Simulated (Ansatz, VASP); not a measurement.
ZnS in VASP and in Ansatz

```
Zn S
1.0
     3.81100    0.00000    0.00000
    -1.90550    3.30042    0.00000
     0.00000    0.00000    6.23400
Zn S
2 2
Cartesian
  0.0000 2.2003 0.0000
  1.9055 1.1001 3.1170
  -0.0618 2.1646 2.4233
  1.8437 1.0645 5.5403
```

Change from the starting cell: all S atoms moved +0.075 Å, as atom 3 towards its neighbour atom 2 (Zn) at 2.314 Å.

Alike in both runs: task single point; functional r2SCAN; k mesh 6 × 6 × 4; occupations gaussian, width 0.05 eV; no spin polarisation.

|  | VASP | Ansatz |
| --- | --- | --- |
| version | VASP 6.6.1 | Ansatz 0.2.0 |
| potentials or method | VASP PAW PBE potentials, release 64 (Zn, S), cutoff 520 eV | scalar-relativistic, plane waves, PAW |
| valence electrons in the cell | 36 | 36 |

Ansatz gave:

| Property | Result |
| --- | --- |
| gap on the k mesh at the Fermi level (eV) | 2.80 |
| least direct gap on the mesh (eV) | 2.80 |
| pressure (GPa) | 0.5 |
| traceless stress, the component that is largest in VASP (GPa) | -1.89 |
| rms of the force components (eV/Å) | 0.392 |

Q: Which values does VASP return?

A: gap on the k mesh at the Fermi level (eV): 2.81; least direct gap on the mesh (eV): 2.81; pressure (GPa): 0.5; traceless stress, the component that is largest in VASP (GPa): -1.91; rms of the force components (eV/Å): 0.394.

VASP's potentials were made for PBE, not for r2SCAN. Atom by atom the forces differ by 0.002 eV/Å (rms over components). The functional is the same, so the differences come from potentials, cutoffs and numerics.
